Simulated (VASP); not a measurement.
Set up this calculation in VASP 6.6.1, as the native input.

- Task: single point
- Functional: PBE
- Potentials or basis: VASP PAW PBE potentials, release 64 (Al, B, N)
- Cutoff: 520 eV
- k mesh: 6 × 6 × 6
- Occupations: gaussian, width 0.1 eV
- Spin: no spin polarisation
- Dipole correction: no
- Further INCAR settings: ALGO = Normal; EDIFF = 1e-07; NBANDS = 12

The structure of AlBN lies in POSCAR:

```
AlBN
1.0
    3.7174828300      0.0000000000      0.0000000000
    0.0000000000      3.7174828300      0.0000000000
    0.0000000000      0.0000000000      3.7169155600
Al B N
1 1 1
Direct
    0.5000000000      0.5000000000      0.2261954900
    0.5000000000      0.5000000000      0.4414094900
    0.0000000000      0.0000000000      0.1829796000
```

The cell was built from a structure type or drawn by symmetry, and may not be a known phase.

One way to write it, as run:

INCAR

```
  ALGO = Normal
  EDIFF = 1E-7
  ENCUT = 520
  GGA = PE
  ISIF = 2
  ISMEAR = 0
  LASPH = T
  LCHARG = F
  LREAL = F
  LWAVE = F
  NBANDS = 12
  NELM = 80
  PREC = Accurate
  SIGMA = 0.1
```

KPOINTS

```
k-points
0
Gamma
  6 6 6
```

Potentials or basis: VASP PAW PBE potentials, release 64 (Al, B, N).

Launch:

```sh
$ cat potpaw_PBE.64/Al/POTCAR potpaw_PBE.64/B/POTCAR potpaw_PBE.64/N/POTCAR > POTCAR
$ mpirun -np 1 vasp_std > vasp.out
```

It gave:

| Quantity | Value |
| --- | --- |
| Pressure | 93.5 GPa |
| Largest force | 135.264 eV/Å |
| Band gap on the k mesh | zero (an odd number of electrons rules out a gap without spin polarisation) |

Caveat: atoms lie so close that the PAW spheres overlap strongly, which falsifies energies and pressures; the cell stands under pressure; forces of over 1 eV/Å act on the atoms, so gaps and moduli don't describe the material at rest.

It took 48 s on 1 thread of Intel Xeon 8259CL, with other jobs on the host, peak memory 0.17 GiB.
